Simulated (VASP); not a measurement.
A run of VASP 6.6.1 is set up as follows.

Contents of INCAR:

```
AGGAC = 1.0
AGGAX = 1.0
ALDAC = 0.0
ALDAX = 1.0
ALGO = Normal
EDIFF = 1E-6
ENCUT = 520
GGA = B5
ISIF = 2
ISMEAR = -1
LASPH = True
LCHARG = True
LELF = True
LREAL = False
LVHAR = True
LWAVE = False
NBANDS = 21
NELM = 80
PREC = Accurate
SIGMA = 0.1
```

KPOINTS

```
k-points
0
Gamma
  12 12 6
```

The input POSCAR:

```
Sn
1.0
    3.3976180224      0.0000000000      0.0000000000
   -1.6988090112      2.9424235198      0.0000000000
    0.0000000000      0.0000000000      5.6431414812
Sn
2
Direct
    0.3333333333      0.6666666667      0.2500000000
    0.6666666667      0.3333333333      0.7500000000
```

Potentials or basis: VASP PAW PBE potentials, release 64 (Sn_d).

Run with:

```console
$ cat potpaw_PBE.64/Sn_d/POTCAR > POTCAR
$ mpirun -np 1 vasp_std > vasp.out
```

Q: What does it give for the pressure?

A: 3.6 GPa.

Q: What does it give for the band gap on the k mesh?

A: Zero (band 14 reaches 13.75 eV, above the bottom of band 15 at 5.87 eV).

Stress tensor (GPa, compression positive):
```
3.86 0.00 0.00
0.00 3.86 0.00
0.00 0.00 3.20
```

Caveat: the PAW data sets were made with another functional, which shifts forces and pressure a little; spin-orbit coupling is left out, which moves the levels of the heavy elements.
